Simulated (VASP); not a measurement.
# CaO (Fm-3m) in VASP: settings compared

Aim: see how the results for CaO move with the level of theory and the settings. Levels: PBE, revPBE. Tasks: single point.

Program: VASP 6.6.1. These are calculated values, not measurements. Logs are shortened: lines on timing, memory, paths and dates and some standing lists are left out, and cuts for length are marked.

## Step 1: The cell of the first run

It takes space group Fm-3m (No. 225, cubic). The conventional cell has a = 4.807 Å, b = 4.807 Å, c = 4.807 Å, α = 90.00°, β = 90.00°, γ = 90.00°. Ca (site symmetry m-3m) has 6 O at 2.40 Å within 3.2 Å. Within 3.2 Å of O (site symmetry m-3m) lie 6 Ca at 2.40 Å.

## Step 2: Single point, PBE

Contents of INCAR:

```
SYSTEM = CaO
PREC = Accurate
ENCUT = 520
EDIFF = 1E-6
ISMEAR = 0
SIGMA = 0.016
LREAL = .FALSE.
LASPH = .TRUE.
NELM = 100
ALGO = Normal
ISIF = 2
LWAVE = .FALSE.
LCHARG = .FALSE.
GGA = PE
NBANDS = 15
```

Contents of KPOINTS:

```
regular mesh
0
G
  10 10 10
  0 0 0
```

Contents of POSCAR:

```
CaO
1.0
    0.0000000000      2.4035556960      2.4035556960
    2.4035556960      0.0000000000      2.4035556960
    2.4035556960      2.4035556960      0.0000000000
Ca O
1 1
Direct
    0.0000000000      0.0000000000      0.0000000000
    0.5000000000      0.5000000000      0.5000000000
```

Potentials or basis: VASP PAW PBE potentials, release 64 (Ca_sv, O).

Launch:

```sh
cat potpaw_PBE.64/Ca_sv/POTCAR potpaw_PBE.64/O/POTCAR > POTCAR
mpirun -np 1 vasp_std > vasp.out
```

OUTCAR:

```text
SYSTEM = CaO
   PREC = Accurate
   ENCUT = 520
   EDIFF = 1E-6
   ISMEAR = 0
   LREAL = .FALSE.
   LASPH = .TRUE.
   NELM = 100
   ISIF = 2
   GGA = PE

 ion  position               nearest neighbor table
   1  0.000  0.000  0.000-   2 2.40   2 2.40   2 2.40   2 2.40   2 2.40   2 2.40
   2  0.500  0.500  0.500-   1 2.40   1 2.40   1 2.40   1 2.40   1 2.40   1 2.40

  LATTYP: Found a face centered cubic cell.
 ALAT       =     4.8071113920

  Lattice vectors:

 A1 = (   0.0000000000,   2.4035556960,   2.4035556960)
 A2 = (   2.4035556960,   0.0000000000,   2.4035556960)
 A3 = (   2.4035556960,   2.4035556960,   0.0000000000)

Analysis of symmetry for initial positions (statically):
=====================================================================
 Subroutine PRICEL returns:
 Original cell was already a primitive cell.

 Routine SETGRP: Setting up the symmetry group for a
 face centered cubic supercell.

 Subroutine GETGRP returns: Found 48 space group operations
 (whereof 48 operations were pure point group operations)
 out of a pool of 48 trial point group operations.

The static configuration has the point symmetry O_h .

Analysis of symmetry for dynamics (positions and initial velocities):
=====================================================================
 Subroutine PRICEL returns:
 Original cell was already a primitive cell.

 Routine SETGRP: Setting up the symmetry group for a
 face centered cubic supercell.

 Subroutine GETGRP returns: Found 48 space group operations
 (whereof 48 operations were pure point group operations)
 out of a pool of 48 trial point group operations.

The dynamic configuration has the point symmetry O_h .

 Subroutine INISYM returns: Found 48 space group operations
 (whereof 48 operations are pure point group operations),
 and found     1 'primitive' translations

----------------------------------------------------------------------------------------

                                     Primitive cell

  volume of cell :      27.7711

  direct lattice vectors                    reciprocal lattice vectors
     0.000000000  2.403555696  2.403555696    -0.208025136  0.208025136  0.208025136
     2.403555696  0.000000000  2.403555696     0.208025136 -0.208025136  0.208025136
     2.403555696  2.403555696  0.000000000     0.208025136  0.208025136 -0.208025136

  length of vectors
     3.399141063  3.399141063  3.399141063     0.360310104  0.360310104  0.360310104

  position of ions in fractional coordinates (direct lattice)
     0.000000000  0.000000000  0.000000000
     0.500000000  0.500000000  0.500000000

  ion indices of the primitive-cell ions
   primitive index   ion index
                 1           1
                 2           2

----------------------------------------------------------------------------------------

 KPOINTS: regular mesh

Automatic generation of k-mesh.
 Grid dimensions read from file:
 generate k-points for:   10   10   10

 Generating k-lattice:

  Cartesian coordinates                     Fractional coordinates (reciprocal lattice)
    -0.020802514  0.020802514  0.020802514     0.100000000  0.000000000  0.000000000
     0.020802514 -0.020802514  0.020802514     0.000000000  0.100000000  0.000000000
     0.020802514  0.020802514 -0.020802514     0.000000000  0.000000000  0.100000000

  Length of vectors
     0.036031010  0.036031010  0.036031010

  Shift w.r.t. Gamma in fractional coordinates (k-lattice)
     0.000000000  0.000000000  0.000000000

 Subroutine IBZKPT returns following result:
 ===========================================

 Found     47 irreducible k-points:

 Following reciprocal coordinates:
            Coordinates               Weight
  0.000000  0.000000  0.000000      1.000000
  0.100000  0.000000  0.000000      8.000000
  0.200000  0.000000  0.000000      8.000000
  0.300000  0.000000  0.000000      8.000000
  0.400000  0.000000  0.000000      8.000000
  0.500000  0.000000  0.000000      4.000000
[... 16 lines left out ...]
  0.300000  0.300000  0.000000      6.000000
  0.400000  0.300000  0.000000     24.000000
 [... further k-points ...]
   k-points           NKPTS =     47   k-points in BZ     NKDIM =     47   number of bands    NBANDS=     15
   number of dos      NEDOS =    301   number of ions     NIONS =      2
   total plane-waves  NPLWV =  21952
   dimension x,y,z NGX =    28 NGY =   28 NGZ =   28
   dimension x,y,z NGXF=    56 NGYF=   56 NGZF=   56
   ions per type =               1   1
   NGX,Y,Z   is equivalent  to a cutoff of  13.69, 13.69, 13.69 a.u.
   NGXF,Y,Z  is equivalent  to a cutoff of  27.39, 27.39, 27.39 a.u.
 SYSTEM =  CaO
   PREC   = accura    normal or accurate (medium, high low for compatibility)
   ISTART =      0    job   : 0-new  1-cont  2-samecut
   ICHARG =      2    charge: 1-file 2-atom 10-const
   ISPIN  =      1    spin polarized calculation?
   LNONCOLLINEAR =      F non collinear calculations
   LSORBIT =      F    spin-orbit coupling
   LASPH  =      T    aspherical Exc in radial PAW
   ENCUT  =  520.0 eV  38.22 Ry    6.18 a.u.   6.32  6.32  6.32*2*pi/ulx,y,z
   NELM   =    100;   NELMIN=  2; NELMDL= -5     # of ELM steps
   EDIFF  = 0.1E-05   stopping-criterion for ELM
   LREAL  =      F    real-space projection
   EDIFFG = 0.1E-04   stopping-criterion for IOM
   NSW    =      0    number of steps for IOM
   IBRION =     -1    ionic relax: 0-MD 1-quasi-New 2-CG
   NFREE  =      0    steps in history (QN), initial steepest desc. (CG)
   ISIF   =      2    stress and relaxation
   ISYM   =      2    0-nonsym 1-usesym 2-fastsym
   POTIM  = 0.5000    time-step for ionic-motion
   TEBEG  =    0.0;   TEEND  =   0.0 temperature during run
   PSTRESS=    0.0 pullay stress
   NELECT =      16.0000    total number of electrons
   NUPDOWN=      -1.0000    fix difference up-down
   EMIN   =  10.00;   EMAX   =-10.00  energy-range for DOS
   EFERMI =   0.00;   METHOD = LEGACY
   ISMEAR =     0;   SIGMA  =   0.02  broadening in eV -4-tet -1-fermi 0-gaus
   EFERMI_NEDOS =   21; number of points for ismear=-14 and -15
   IALGO  =     38    algorithm
   IMIX   =      4    mixing-type and parameters
     AMIX     =   0.40;   BMIX     =  1.00
     AMIX_MAG =   1.60;   BMIX_MAG =  1.00
  volume/ion in A,a.u.               =      13.89        93.70
  Fermi-wavevector in a.u.,A,eV,Ry     =   1.362231  2.574243 25.247954  1.855672
  Thomas-Fermi vector in A             =   2.488738
   LORBIT       =      0    0 simple, 1 ext, 2 COOP (PROOUT), +10 PAW based schemes
   GGA     = PE    functional components
   LHFCALC =     F    Hartree Fock is set to
   AEXX    =    0.0000 exact exchange contribution
   IVDW    =     0    specifies the selected vdW correction
   LEPSILON=     F    determine dielectric tensor
   LRPA    =     F    only Hartree local field effects (RPA)
 non-spin polarized calculation
 Gauss-broadening in eV      SIGMA  =   0.02
  energy-cutoff  :      520.00
  volume of cell :       27.77
 maximum number of plane-waves:       763
 NGX is ok and might be reduce to    28
   NGX = 13   NGY = 13   NGZ = 13

 number of electron      15.9999997 magnetization

 Free energy of the ion-electron system (eV)
  ---------------------------------------------------
  ext. energy  EPLUGINS =         0.00000000
  ---------------------------------------------------
  free energy    TOTEN  =       -12.80137705 eV

  energy without entropy =      -12.80137705  energy(sigma->0) =      -12.80137705

 E-fermi :   2.4403     XC(G=0): -10.4732

 val. band max:        2.3477006556   @ k =   0.0000   0.0000   0.0000
 cond. band min:       5.9830926037   @ k =   0.5000   0.5000   0.0000
 fundamental gap:      3.6353919480
 Fermi energy:         2.4403268296

 k-point     1 :       0.0000    0.0000    0.0000
  band No.  band energies     occupation
      1     -35.2914      2.00000
      2     -16.0556      2.00000
      3     -16.0556      2.00000
      4     -16.0556      2.00000
      5     -13.1836      2.00000
      6       2.3477      2.00000
      7       2.3477      2.00000
      8       2.3477      2.00000
      9       7.0571      0.00000
     10       8.5718      0.00000
     11       8.5718      0.00000
     12       8.5718      0.00000
     13      10.0746      0.00000
     14      10.0746      0.00000
     15      17.4169      0.00000

 k-point     2 :       0.1000    0.0000    0.0000
  band No.  band energies     occupation
      1     -35.2817      2.00000
      2     -16.1963      2.00000
      3     -16.0608      2.00000
      4     -16.0608      2.00000
      5     -13.0362      2.00000
      6       1.9871      2.00000
      7       2.2086      2.00000
      8       2.2086      2.00000
      9       7.5147      0.00000
     10       8.5387      0.00000
     11       8.7427      0.00000
     12       8.7427      0.00000
     13      10.3147      0.00000
     14      10.3147      0.00000
     15      17.8137      0.00000

 k-point     3 :       0.2000    0.0000    0.0000
  band No.  band energies     occupation
      1     -35.2562      2.00000
      2     -16.5155      2.00000
      3     -16.0744      2.00000
      4     -16.0744      2.00000
      5     -12.6983      2.00000
      6       1.2167      2.00000
      7       1.8749      2.00000
      8       1.8749      2.00000
      9       8.4469      0.00000
     10       8.6763      0.00000
     11       9.2147      0.00000
     12       9.2147      0.00000
     13      10.9369      0.00000
     14      10.9369      0.00000
     15      18.3854      0.00000

 k-point     4 :       0.3000    0.0000    0.0000
  band No.  band energies     occupation
      1     -35.2244      2.00000
      2     -16.8475      2.00000
      3     -16.0910      2.00000
      4     -16.0910      2.00000
      5     -12.3410      2.00000
      6       0.4462      2.00000
      7       1.5094      2.00000
      8       1.5094      2.00000
      9       8.7552      0.00000
     10       9.7549      0.00000
     11       9.8625      0.00000
     12       9.8625      0.00000
     13      11.7271      0.00000
     14      11.7271      0.00000
     15      17.8853      0.00000
[... 307 lines left out ...]
 k-point    22 :      -0.2000    0.2000    0.0000
  band No.  band energies     occupation
      1     -35.2138      2.00000
      2     -16.7887      2.00000
      3     -16.2316      2.00000
      4     -16.0810      2.00000
      5     -12.3647      2.00000
      6       0.4485      2.00000
      7       1.3587      2.00000
      8       1.7301      2.00000
      9       8.5047      0.00000
     10       9.5010      0.00000
     11       9.6758      0.00000
     12      10.4848      0.00000
     13      11.9743      0.00000
     14      12.2305      0.00000
     15      18.3189      0.00000

 k-point    23 :       0.3000    0.3000    0.0000
  band No.  band energies     occupation
      1     -35.2037      2.00000
      2     -16.6375      2.00000
      3     -16.2046      2.00000
      4     -16.2046      2.00000
      5     -12.6623      2.00000
      6       0.6093      2.00000
      7       2.0062      2.00000
      8       2.0062      2.00000
      9       6.6866      0.00000
     10       9.4130      0.00000
     11      10.8006      0.00000
     12      10.9154      0.00000
     13      10.9154      0.00000
     14      12.7550      0.00000
     15      19.5579      0.00000

 k-point    24 :       0.4000    0.3000    0.0000
  band No.  band energies     occupation
      1     -35.1838      2.00000
      2     -16.6989      2.00000
      3     -16.2545      2.00000
      4     -16.2275      2.00000
      5     -12.6649      2.00000
      6       0.6713      2.00000
      7       1.7941      2.00000
      8       1.8942      2.00000
      9       6.6524      0.00000
     10       9.9896      0.00000
     11      11.1211      0.00000
     12      11.2060      0.00000
     13      11.3435      0.00000
     14      13.1499      0.00000
     15      17.9188      0.00000

 [... further k-points ...]
[... 5 lines left out ...]
  --------------------------------------------------------------------------------------
  -------------------------------------------------------------------------------------
  Total        0.3769269      0.3769269      0.3769269      0.0000000      0.0000000      0.0000000
  in kB       21.7457873     21.7457873     21.7457873      0.0000000      0.0000000      0.0000000
  external PRESSURE =      21.7457873 kB  Pullay stress =       0.0000000 kB

 VOLUME and BASIS-vectors are now :
 -----------------------------------------------------------------------------
  energy-cutoff  :      520.00
  volume of cell :       27.77
      direct lattice vectors                 reciprocal lattice vectors
     0.000000000  2.403555696  2.403555696    -0.208025136  0.208025136  0.208025136
     2.403555696  0.000000000  2.403555696     0.208025136 -0.208025136  0.208025136
     2.403555696  2.403555696  0.000000000     0.208025136  0.208025136 -0.208025136

 POSITION                                       TOTAL-FORCE (eV/Angst)
 -----------------------------------------------------------------------------------
      0.00000      0.00000      0.00000         0.000000     -0.000000     -0.000000
      2.40356      2.40356      2.40356         0.000000      0.000000      0.000000
 -----------------------------------------------------------------------------------
    total drift:                                0.000000      0.000000      0.000000

  FREE ENERGIE OF THE ION-ELECTRON SYSTEM (eV)
  ---------------------------------------------------
  free  energy   TOTEN  =       -12.8013770495 eV

  energy  without entropy=      -12.8013770495  energy(sigma->0) =      -12.80137705
```

Wall time 27 s (1 thread of Intel Xeon 8259CL, shared host); peak memory 0.17 GiB.

Results:

```yaml
Free_energy: -12.8014 eV
Pressure: 2.2 GPa
Band_gap_on_the_k_mesh: 3.64 eV (least direct gap 4.01 eV)
```

Levels at points of the mesh, in eV from the valence-band top:
```csv
k point,band 5,band 6,band 7,band 8,band 9,band 10,band 11,band 12
"(0.00, 0.00, 0.00)",-15.53,0.00,0.00,0.00,4.71,6.22,6.22,6.22
"(0.50, 0.00, 0.00)",-14.34,-2.64,-1.20,-1.20,7.05,8.35,8.35,8.50
"(0.50, 0.50, 0.00)",-15.29,-1.30,-0.37,-0.37,3.64,8.04,8.89,9.53
```

(Part 1 of 2 ends here.)
